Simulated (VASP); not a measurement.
# NbTe (R-3m) in VASP: further runs

The runs below take NbTe through single point, with r2SCAN.

All numbers are computed with VASP 6.6.1; they aren't measurements. Logs are shortened: lines on timing, memory, paths and dates and some standing lists are left out, and cuts for length are marked.

**1. The cell of the first run**

The structure is trigonal, space group R-3m (No. 166). Conventional cell: a = 4.394 Å, b = 4.394 Å, c = 8.764 Å, α = 90.00°, β = 90.00°, γ = 120.00°. Nb (site symmetry -3m) has 6 Te at 2.93 Å and 6 Nb at 3.87 Å within 3.9 Å. Te (site symmetry -3m) has 6 Nb at 2.93 Å and 6 Te at 3.87 Å within 3.9 Å.

**2. Single point, r2SCAN, collinear spin (24.43 Å³/atom)**

POSCAR

```
NbTe
1.0
    0.0000000000      3.1073122559      3.1073122559
    3.1073122559      0.0000000000      3.1073122559
    5.4448564962      5.4448564962      0.7697680156
Nb Te
2 2
Direct
    0.5000000000      0.5000000000      0.2500000000
    0.5000000000      0.5000000000      0.7500000000
    0.0000001780      0.0000001780     -0.0000002670
   -0.0000001780     -0.0000001780      0.5000002670
```

INCAR.step1

```
ALGO = Normal
EDIFF = 1E-4
ENCUT = 520
GGA = PE
ISMEAR = 0
ISPIN = 2
LASPH = True
LCHARG = False
LMAXMIX = 4
LREAL = False
LWAVE = True
MAGMOM = 2.23 -2.23 0 0
NBANDS = 31
NELM = 150
PREC = Accurate
SIGMA = 0.05
```

INCAR.step2

```
ALGO = Normal
EDIFF = 1E-6
ENCUT = 520
ISIF = 2
ISMEAR = 0
ISPIN = 2
ISTART = 1
LASPH = True
LCHARG = True
LELF = True
LMAXMIX = 4
LMIXTAU = True
LORBIT = 11
LREAL = False
LVHAR = True
LWAVE = False
MAGMOM = 2.23 -2.23 0 0
METAGGA = R2SCAN
NBANDS = 31
NELM = 150
PREC = Accurate
SIGMA = 0.05
```

KPOINTS

```
k-points
0
Gamma
  10 10 5
```

Potentials or basis: VASP PAW PBE potentials, release 64 (Nb_sv, Te).

Run with:

```sh
$ cat potpaw_PBE.64/Nb_sv/POTCAR potpaw_PBE.64/Te/POTCAR > POTCAR
$ cp INCAR.step1 INCAR
$ mpirun -np 1 vasp_std > vasp.out
$ cp INCAR.step2 INCAR
$ mpirun -np 1 vasp_std > vasp.out
```

OUTCAR:

```text
EDIFF = 1E-6
   ENCUT = 520
   ISIF = 2
   ISMEAR = 0
   ISPIN = 2
   ISTART = 1
   LASPH = True
   LORBIT = 11
   LREAL = False
   METAGGA = R2SCAN
   NELM = 150
   PREC = Accurate

 ion  position               nearest neighbor table
   1  0.500  0.500  0.250-   3 2.93   3 2.93   4 2.93   4 2.93   3 2.93   4 2.93
   2  0.500  0.500  0.750-   3 2.93   4 2.93   3 2.93   3 2.93   4 2.93   4 2.93
   3  0.000  0.000  1.000-   2 2.93   2 2.93   2 2.93   1 2.93   1 2.93   1 2.93
   4  1.000  1.000  0.500-   2 2.93   2 2.93   2 2.93   1 2.93   1 2.93   1 2.93

  LATTYP: Found a trigonal (rhomboedric) cell.
 ALAT       =     6.3698264038
 COS(alpha) =     0.7620341688

  Lattice vectors:

 A1 = (   5.4448564962,   2.3375442403,  -2.3375442403)
 A2 = (   2.3375442403,   2.3375442403,  -5.4448564962)
 A3 = (   2.3375442403,   5.4448564962,  -2.3375442403)

Analysis of symmetry for initial positions (statically):
=====================================================================
 Subroutine PRICEL returns following result:

  LATTYP: Found a trigonal (rhomboedric) cell.
 ALAT       =     3.8692850543
 COS(alpha) =     0.3550762890

  Lattice vectors:

 A1 = (   2.7224282481,  -0.3848840078,  -2.7224282481)
 A2 = (  -0.3848840078,   2.7224282481,  -2.7224282481)
 A3 = (   2.7224282481,   2.7224282481,   0.3848840078)

   2 primitive cells build up your supercell.

 Routine SETGRP: Setting up the symmetry group for a
 trigonal (rhombohedral) supercell.

 Subroutine GETGRP returns: Found 12 space group operations
 (whereof 12 operations were pure point group operations)
 out of a pool of 12 trial point group operations.

The static configuration has the point symmetry D_3d.

Analysis of symmetry for dynamics (positions and initial velocities):
=====================================================================
 Subroutine PRICEL returns following result:

  LATTYP: Found a trigonal (rhomboedric) cell.
 ALAT       =     3.8692850543
 COS(alpha) =     0.3550762890

  Lattice vectors:

 A1 = (   2.7224282481,  -0.3848840078,  -2.7224282481)
 A2 = (  -0.3848840078,   2.7224282481,  -2.7224282481)
 A3 = (   2.7224282481,   2.7224282481,   0.3848840078)

   2 primitive cells build up your supercell.

 Routine SETGRP: Setting up the symmetry group for a
 trigonal (rhombohedral) supercell.

 Subroutine GETGRP returns: Found 12 space group operations
 (whereof 12 operations were pure point group operations)
 out of a pool of 12 trial point group operations.

The dynamic configuration has the point symmetry D_3d.

Analysis of structural, dynamic, and magnetic symmetry:
=====================================================================
 Subroutine PRICEL returns following result:

  LATTYP: Found a trigonal (rhomboedric) cell.
 ALAT       =     3.8692850543
 COS(alpha) =     0.3550762890

  Lattice vectors:

 A1 = (   2.7224282481,  -0.3848840078,  -2.7224282481)
 A2 = (  -0.3848840078,   2.7224282481,  -2.7224282481)
 A3 = (   2.7224282481,   2.7224282481,   0.3848840078)

   2 primitive cells build up your supercell.

 Routine SETGRP: Setting up the symmetry group for a
 trigonal (rhombohedral) supercell.

 Subroutine GETGRP returns: Found 12 space group operations
 (whereof 12 operations were pure point group operations)
 out of a pool of 12 trial point group operations.

The overall configuration has the point symmetry D_3d.

 Subroutine INISYM returns: Found 12 space group operations
 (whereof 12 operations are pure point group operations),
 and found     2 'primitive' translations

----------------------------------------------------------------------------------------

                                     Primitive cell

  volume of cell :      48.8560

  direct lattice vectors                    reciprocal lattice vectors
     2.722428248 -0.384884008 -2.722428248     0.173150356 -0.148671179 -0.173150356
    -0.384884008  2.722428248 -2.722428248    -0.148671179  0.173150356 -0.173150356
     2.722428248  2.722428248  0.384884008     0.173150356  0.173150356  0.148671179

  length of vectors
     3.869285054  3.869285054  3.869285054     0.286470262  0.286470262  0.286470262

  position of ions in fractional coordinates (direct lattice)
     0.500000000  0.500000000  0.500000000
     0.999999822  0.999999822  0.999999822

  ion indices of the primitive-cell ions
   primitive index   ion index
                 1           1
                 2           3

----------------------------------------------------------------------------------------

 KPOINTS: k-points

Automatic generation of k-mesh.
 Grid dimensions read from file:
 generate k-points for:   10   10    5

 Generating k-lattice:

  Cartesian coordinates                     Fractional coordinates (reciprocal lattice)
    -0.017315036  0.014867118  0.017315036     0.100000000  0.000000000  0.000000000
     0.014867118 -0.017315036  0.017315036     0.000000000  0.100000000  0.000000000
     0.019762953  0.019762953 -0.019762953     0.000000000  0.000000000  0.200000000

  Length of vectors
     0.028647026  0.028647026  0.034230439

  Shift w.r.t. Gamma in fractional coordinates (k-lattice)
     0.000000000  0.000000000  0.000000000

 Subroutine IBZKPT returns following result:
 ===========================================

 Found     58 irreducible k-points:

 Following reciprocal coordinates:
            Coordinates               Weight
  0.000000  0.000000  0.000000      1.000000
  0.100000  0.000000  0.000000      6.000000
  0.200000  0.000000  0.000000      6.000000
  0.300000  0.000000  0.000000      6.000000
  0.400000  0.000000  0.000000      6.000000
  0.500000  0.000000 -0.000000      3.000000
[... 16 lines left out ...]
  0.300000  0.300000  0.000000      6.000000
  0.400000  0.300000 -0.000000     12.000000
 [... further k-points ...]
   k-points           NKPTS =     58   k-points in BZ     NKDIM =     58   number of bands    NBANDS=     31
   number of dos      NEDOS =    301   number of ions     NIONS =      4
   total plane-waves  NPLWV =  77760
   dimension x,y,z NGX =    36 NGY =   36 NGZ =   60
   dimension x,y,z NGXF=    72 NGYF=   72 NGZF=  120
   ions per type =               2   2
   NGX,Y,Z   is equivalent  to a cutoff of  13.62, 13.62, 12.89 a.u.
   NGXF,Y,Z  is equivalent  to a cutoff of  27.24, 27.24, 25.78 a.u.
 SYSTEM =  unknown system
   PREC   = accura    normal or accurate (medium, high low for compatibility)
   ISTART =      1    job   : 0-new  1-cont  2-samecut
   ICHARG =      0    charge: 1-file 2-atom 10-const
   ISPIN  =      2    spin polarized calculation?
   LNONCOLLINEAR =      F non collinear calculations
   LSORBIT =      F    spin-orbit coupling
   LASPH  =      T    aspherical Exc in radial PAW
   ENCUT  =  520.0 eV  38.22 Ry    6.18 a.u.   8.17  8.17 14.39*2*pi/ulx,y,z
   NELM   =    150;   NELMIN=  2; NELMDL=  0     # of ELM steps
   EDIFF  = 0.1E-05   stopping-criterion for ELM
   LREAL  =      F    real-space projection
   EDIFFG = 0.1E-04   stopping-criterion for IOM
   NSW    =      0    number of steps for IOM
   IBRION =     -1    ionic relax: 0-MD 1-quasi-New 2-CG
   NFREE  =      0    steps in history (QN), initial steepest desc. (CG)
   ISIF   =      2    stress and relaxation
   ISYM   =      2    0-nonsym 1-usesym 2-fastsym
   POTIM  = 0.5000    time-step for ionic-motion
   TEBEG  =    0.0;   TEEND  =   0.0 temperature during run
   PSTRESS=    0.0 pullay stress
   NELECT =      38.0000    total number of electrons
   NUPDOWN=      -1.0000    fix difference up-down
   EMIN   =  10.00;   EMAX   =-10.00  energy-range for DOS
   EFERMI =   0.00;   METHOD = LEGACY
   ISMEAR =     0;   SIGMA  =   0.05  broadening in eV -4-tet -1-fermi 0-gaus
   EFERMI_NEDOS =   21; number of points for ismear=-14 and -15
   IALGO  =     38    algorithm
   IMIX   =      4    mixing-type and parameters
     AMIX     =   0.40;   BMIX     =  1.00
     AMIX_MAG =   1.60;   BMIX_MAG =  1.00
  volume/ion in A,a.u.               =      24.43       164.85
  Fermi-wavevector in a.u.,A,eV,Ry     =   1.194960  2.258147 19.428160  1.427929
  Thomas-Fermi vector in A             =   2.330937
   LORBIT       =     11    0 simple, 1 ext, 2 COOP (PROOUT), +10 PAW based schemes
   METAGGA = R2SCAN    functional components
   LHFCALC =     F    Hartree Fock is set to
   AEXX    =    0.0000 exact exchange contribution
   IVDW    =     0    specifies the selected vdW correction
   LEPSILON=     F    determine dielectric tensor
   LRPA    =     F    only Hartree local field effects (RPA)
 spin polarized calculation
 Gauss-broadening in eV      SIGMA  =   0.05
  energy-cutoff  :      520.00
  volume of cell :       97.71
 maximum number of plane-waves:      2650
 NGX is ok and might be reduce to    36
   NGX = 17   NGY = 17   NGZ = 29

 number of electron      38.0000000 magnetization       0.0000000

 Free energy of the ion-electron system (eV)
  ---------------------------------------------------
  ext. energy  EPLUGINS =         0.00000000
  ---------------------------------------------------
  free energy    TOTEN  =      -100.33831768 eV

  energy without entropy =     -100.33816192  energy(sigma->0) =     -100.33823980

 E-fermi :   9.2253     XC(G=0): -11.2492

 val. band max:        9.1668279640   @ k =   0.2000   0.2000  -0.0000
 cond. band min:       9.2628287947   @ k =   0.0000   0.0000   0.0000
 fundamental gap:      0.0960008307
 Fermi energy:         9.2252824351

 spin component 1

 k-point     1 :       0.0000    0.0000    0.0000
  band No.  band energies     occupation
      1     -48.2811      1.00000
      2     -46.7562      1.00000
      3     -23.8546      1.00000
      4     -23.8143      1.00000
      5     -23.8143      1.00000
      6     -22.0285      1.00000
[... 23 lines left out ...]
     30      14.7500      0.00000
     31      17.0210      0.00000

 k-point     2 :       0.1000    0.0000    0.0000
  band No.  band energies     occupation
      1     -48.2810      1.00000
      2     -46.7561      1.00000
      3     -23.8540      1.00000
      4     -23.8167      1.00000
      5     -23.8148      1.00000
      6     -22.0311      1.00000
[... 740 lines left out ...]
 k-point    24 :       0.4000    0.3000   -0.0000
  band No.  band energies     occupation
      1     -48.2803      1.00000
      2     -46.7554      1.00000
      3     -23.8500      1.00000
      4     -23.8344      1.00000
      5     -23.8200      1.00000
      6     -22.0494      1.00000
[... 23 lines left out ...]
     30      16.9553      0.00000
     31      17.1340      0.00000

 [... further k-points ...]

 spin component 2

 k-point     1 :       0.0000    0.0000    0.0000
  band No.  band energies     occupation
      1     -48.2811      1.00000
      2     -46.7561      1.00000
      3     -23.8547      1.00000
      4     -23.8144      1.00000
      5     -23.8144      1.00000
      6     -22.0284      1.00000
[... 23 lines left out ...]
     30      14.7500      0.00000
     31      17.0210      0.00000

 k-point     2 :       0.1000    0.0000    0.0000
  band No.  band energies     occupation
      1     -48.2811      1.00000
      2     -46.7560      1.00000
      3     -23.8541      1.00000
      4     -23.8168      1.00000
      5     -23.8149      1.00000
      6     -22.0310      1.00000
[... 740 lines left out ...]
 k-point    24 :       0.4000    0.3000   -0.0000
  band No.  band energies     occupation
      1     -48.2804      1.00000
      2     -46.7554      1.00000
      3     -23.8501      1.00000
      4     -23.8344      1.00000
      5     -23.8201      1.00000
      6     -22.0493      1.00000
[... 23 lines left out ...]
     30      16.9553      0.00000
     31      17.1340      0.00000

 [... further k-points ...]

------------------------ aborting loop because EDIFF is reached ----------------------------------------

  FORCE on cell =-STRESS in cart. coord.  units (eV):
  Direction    XX          YY          ZZ          XY          YZ          ZX
  --------------------------------------------------------------------------------------
  -------------------------------------------------------------------------------------
  Total       -0.0822921     -0.0822921     -0.0822921      0.0665011     -0.0665011     -0.0665011
  in kB       -1.3493386     -1.3493386     -1.3493386      1.0904137     -1.0904137     -1.0904137
  external PRESSURE =      -1.3493386 kB  Pullay stress =       0.0000000 kB

 VOLUME and BASIS-vectors are now :
 -----------------------------------------------------------------------------
  energy-cutoff  :      520.00
  volume of cell :       97.71
      direct lattice vectors                 reciprocal lattice vectors
     0.000000000  3.107312256  3.107312256    -0.173150356  0.148671179  0.173150356
     3.107312256  0.000000000  3.107312256     0.148671179 -0.173150356  0.173150356
     5.444856496  5.444856496  0.769768016     0.098814767  0.098814767 -0.098814767

 POSITION                                       TOTAL-FORCE (eV/Angst)
 -----------------------------------------------------------------------------------
      2.91487      2.91487      3.29975         0.000000      0.000000      0.000000
      5.63730      5.63730      3.68464        -0.000000      0.000000      0.000000
      5.44486      5.44486      0.76977         0.000000     -0.000000     -0.000000
      5.82974      5.82974      6.59951        -0.000000     -0.000000     -0.000000
 -----------------------------------------------------------------------------------
    total drift:                                0.000000      0.000000      0.000000

  FREE ENERGIE OF THE ION-ELECTRON SYSTEM (eV)
  ---------------------------------------------------
  free  energy   TOTEN  =      -100.3383176841 eV

  energy  without entropy=     -100.3381619201  energy(sigma->0) =     -100.33823980

 total charge

# of ion       s       p       d       tot
------------------------------------------
    1        2.110   5.943   2.598  10.651
    2        2.110   5.943   2.598  10.651
    3        1.337   2.150   0.056   3.543
    4        1.337   2.150   0.056   3.543
--------------------------------------------------
tot          6.893  16.185   5.309  28.387

 magnetization (x)

# of ion       s       p       d       tot
------------------------------------------
    1        0.042   0.019   1.875   1.936
    2       -0.042  -0.019  -1.875  -1.936
    3        0.000   0.000   0.000   0.000
    4        0.000   0.000   0.000   0.000
--------------------------------------------------
tot          0.000   0.000   0.000   0.000
```

Wall time 38 min (1 thread of Intel Xeon 8259CL, shared host); peak memory 0.53 GiB.

What came out:

| Quantity | Value |
| --- | --- |
| Free energy | -100.3383 eV |
| Pressure | -0.1 GPa |
| Band gap on the k mesh | 0.10 eV |
| Net moment | 0.00 μB per cell |
| Site moments | Nb +1.94, -1.94; Te +0.00 μB |
| Valence electrons inside the program's atomic spheres | Nb 10.65; Te 3.54 |

Stress tensor (GPa, compression positive):
```
-0.13  0.11 -0.11
 0.11 -0.13 -0.11
-0.11 -0.11 -0.13
```

Caveat: the PAW data sets were made with another functional, which shifts forces and pressure a little; spin-orbit coupling is left out, which moves the levels of the heavy elements; an odd mesh through Γ misses points on the zone boundary, where band edges can lie.

**3. Single point, r2SCAN, collinear spin (25.25 Å³/atom)**

This run uses another cell than the first one, of 25.25 Å³/atom.

POSCAR

```
NbTe
1.0
    0.0000000000      3.1203177586      3.1203177586
    3.1203177586      0.0000000000      3.1203177586
    5.5382353253      5.5382353253      0.7024001918
Nb Te
2 2
Direct
    0.5000000000      0.5000000000      0.2500000000
    0.5000000000      0.5000000000      0.7500000000
   -0.0000000691     -0.0000000691      0.0000001036
    0.0000000691      0.0000000691      0.4999998964
```

INCAR.step1

```
ALGO = Normal ; EDIFF = 1E-4
ENCUT = 520 ; GGA = PE
ISMEAR = 0 ; ISPIN = 2
LASPH = True ; LCHARG = False
LMAXMIX = 4 ; LREAL = False
LWAVE = True ; MAGMOM = 2.27 -2.27 0 0
NBANDS = 31 ; NELM = 150
PREC = Accurate ; SIGMA = 0.05
```

INCAR.step2

```
ALGO = Normal ; EDIFF = 1E-6
ENCUT = 520 ; ISIF = 2
ISMEAR = 0 ; ISPIN = 2
ISTART = 1 ; LASPH = True
LCHARG = False ; LMAXMIX = 4
LMIXTAU = True ; LORBIT = 11
LREAL = False ; LWAVE = False
MAGMOM = 2.27 -2.27 0 0 ; METAGGA = R2SCAN
NBANDS = 31 ; NELM = 150
PREC = Accurate ; SIGMA = 0.05
```

KPOINTS is that of step 2.

Potentials or basis: VASP PAW PBE potentials, release 64 (Nb_sv, Te).

Run with:

```sh
$ cat potpaw_PBE.64/Nb_sv/POTCAR potpaw_PBE.64/Te/POTCAR > POTCAR
$ cp INCAR.step1 INCAR
$ mpirun -np 1 vasp_std > vasp.out
$ cp INCAR.step2 INCAR
$ mpirun -np 1 vasp_std > vasp.out
```

Wall time 32 min (1 thread of Oxide Virtual Turin-like, shared host); peak memory 0.5 GiB.

It converged, with:

| Property | Result |
| --- | --- |
| Free energy | -100.3167 eV |
| Pressure | -2.1 GPa |
| Band gap on the k mesh | 0.13 eV |
| Net moment | 0.00 μB per cell |
| Site moments | Nb +1.98, -1.98; Te +0.00 μB |
| Valence electrons inside the program's atomic spheres | Nb 10.63; Te 3.53 |

Levels at points of the mesh, in eV from the valence-band top:
Spin up:
| k point | band 15 | band 16 | band 17 | band 18 | band 19 | band 20 | band 21 | band 22 | band 23 | band 24 |
| --- | --- | --- | --- | --- | --- | --- | --- | --- | --- | --- |
| (0.00, 0.00, 0.00) | -1.62 | -1.42 | -1.42 | -0.53 | -0.49 | 0.13 | 0.13 | 1.99 | 1.99 | 2.16 |
| (0.50, 0.00, 0.00) | -3.01 | -2.06 | -2.00 | -0.58 | -0.56 | 0.70 | 1.68 | 2.14 | 2.54 | 2.61 |
Spin down:
```tsv
k point	band 16	band 17	band 18	band 19	band 20	band 21	band 22	band 23
(0.00, 0.00, 0.00)	-1.42	-1.42	-0.53	-0.49	0.13	0.13	1.99	1.99
(0.50, 0.00, 0.00)	-2.06	-2.00	-0.58	-0.56	0.70	1.68	2.14	2.54
```

Caveat: the PAW data sets were made with another functional, which shifts forces and pressure a little; spin-orbit coupling is left out, which moves the levels of the heavy elements; an odd mesh through Γ misses points on the zone boundary, where band edges can lie.
